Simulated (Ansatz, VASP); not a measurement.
**One calculation of GaN, two programs**

The input POSCAR:

```
GaN
1.0
    0.0000000000      2.1814839649      2.3183350162
    2.1814839649      0.0000000000      2.3183350162
    2.1814839649      2.1814839649      0.0000000000
Ga N
1 1
Direct
    0.0000000000      0.0000000000      0.0000000000
    0.2500000000      0.2500000000      0.2500000000
```

Contents of INCAR.step1:

```
SYSTEM = GaN
  PREC = Accurate
  ENCUT = 520
  ISMEAR = 0
  SIGMA = 0.01
  LREAL = .False.
  LASPH = .True.
  NELM = 150
  LNONCOLLINEAR = .True.
  MAGMOM = 0 0 0 0 0 0
  LSORBIT = .True.
  GGA_COMPAT = .False.
  NBANDS = 30
  GGA = PE
  ALGO = Normal
  EDIFF = 1E-4
  LWAVE = .True.
  LCHARG = .False.
```

INCAR.step2

```
SYSTEM = GaN
  PREC = Accurate
  ENCUT = 520
  EDIFF = 1E-7
  ISMEAR = 0
  SIGMA = 0.01
  LREAL = .False.
  LASPH = .True.
  NELM = 150
  ALGO = Normal
  ISIF = 2
  LWAVE = .False.
  LCHARG = .False.
  LNONCOLLINEAR = .True.
  MAGMOM = 0 0 0 0 0 0
  LORBIT = 11
  LSORBIT = .True.
  GGA_COMPAT = .False.
  LORBMOM = .True.
  METAGGA = R2SCAN
  LMIXTAU = .True.
  NBANDS = 30
  ISTART = 1
```

KPOINTS

```
Automatic mesh
0
Gamma
  10 10 10
  0 0 0
```

Input for Ansatz:

```yaml
crystal:
  lattice:
    - [0.0, 2.1814839649, 2.3183350162]
    - [2.1814839649, 0.0, 2.3183350162]
    - [2.1814839649, 2.1814839649, 0.0]
  atoms:
    - { symbol: Ga, position: [0.0, 0.0, 0.0] }
    - { symbol: "N", position: [0.25, 0.25, 0.25] }
kpoints:
  mp_grid: { grid: [10, 10, 10] }
  band_path:
    path:
      - [0.0, 0.0, 0.0]
      - [-0.5, -0.5, 0.0]
      - [-0.375, -0.375, 0.25]
      - [-0.375, 0.0, 0.375]
      - [0.0, 0.0, 0.5]
      - [-0.5, -0.25, 0.25]
    npoints: 1
hamiltonian:
  xc: r2scan
scf:
  occupations: { method: fixed }
  n_extra_bands: 8
magnetization:
  noncollinear: true
  spin_orbit: true
output:
  forces: true
  stress: true
  eigenvalues: true
  write_density: true
  write_potential: true
  elf: true
  volumetric_format: npy
```

Change from the starting cell: epitaxial_xy strain -3.0%.

Alike in both runs: task single point; functional r2SCAN; k mesh 10 × 10 × 10; non-collinear spin, spin-orbit coupling.

|  | VASP | Ansatz |
| --- | --- | --- |
| version | VASP 6.6.1 | Ansatz 0.2.0 |
| potentials or method | VASP PAW PBE potentials, release 64 (Ga_d, N) | plane waves, PAW |
| plane-wave cutoff (eV) | 520 | 500 |
| occupations | gaussian, width 0.01 eV | fixed |
| valence electrons in the cell | 18 | 18 |

```tsv
	VASP	Ansatz	Ansatz less VASP
pressure (GPa)	7.3	6.1	-1.19
traceless stress, the component that is largest in VASP (GPa)	-5.95	-6.09	-0.136
net moment per atom (μB)	0.00	0.00	0.000
```

VASP's potentials were made for PBE, not for r2SCAN.
